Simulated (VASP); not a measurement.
Input of a VASP 6.6.1 run:

The input INCAR:

```
SYSTEM = BeSe5
  PREC = Accurate
  ENCUT = 520
  EDIFF = 1E-6
  ISMEAR = 0
  SIGMA = 0.1
  LREAL = .FALSE.
  LASPH = .TRUE.
  NELM = 60
  ALGO = Normal
  ISIF = 2
  LWAVE = .FALSE.
  LCHARG = .TRUE.
  GGA = PE
  LELF = .TRUE.
  LVHAR = .TRUE.
  NBANDS = 25
```

Contents of KPOINTS:

```
Automatic mesh
0
G
  8 8 8
  0 0 0
```

POSCAR

```
BeSe5
1.0
    0.0000000000      3.9870969468      3.9870969468
    3.9870969468      0.0000000000      3.9870969468
    3.9870969468      3.9870969468      0.0000000000
Be Se
1 5
Direct
    0.7500000000      0.7500000000      0.7500000000
    0.1239325495      0.1239325495      0.6282023516
    0.6282023516      0.1239325495      0.1239325495
    0.1239325495      0.1239325495      0.1239325495
    0.1239325495      0.6282023516      0.1239325495
    0.5000000000      0.5000000000      0.5000000000
```

Potentials or basis: VASP PAW PBE potentials, release 64 (Be, Se).

Launch:

```console
$ cat potpaw_PBE.64/Be/POTCAR potpaw_PBE.64/Se/POTCAR > POTCAR
$ mpirun -np 1 vasp_std > vasp.out
```

(1) What does it give for the band gap on the k mesh?

(2) Estimate the pressure.

Answers

(1) zero (band 16 reaches 6.10 eV, above the bottom of band 17 at 4.45 eV).

(2) 0.0 GPa.
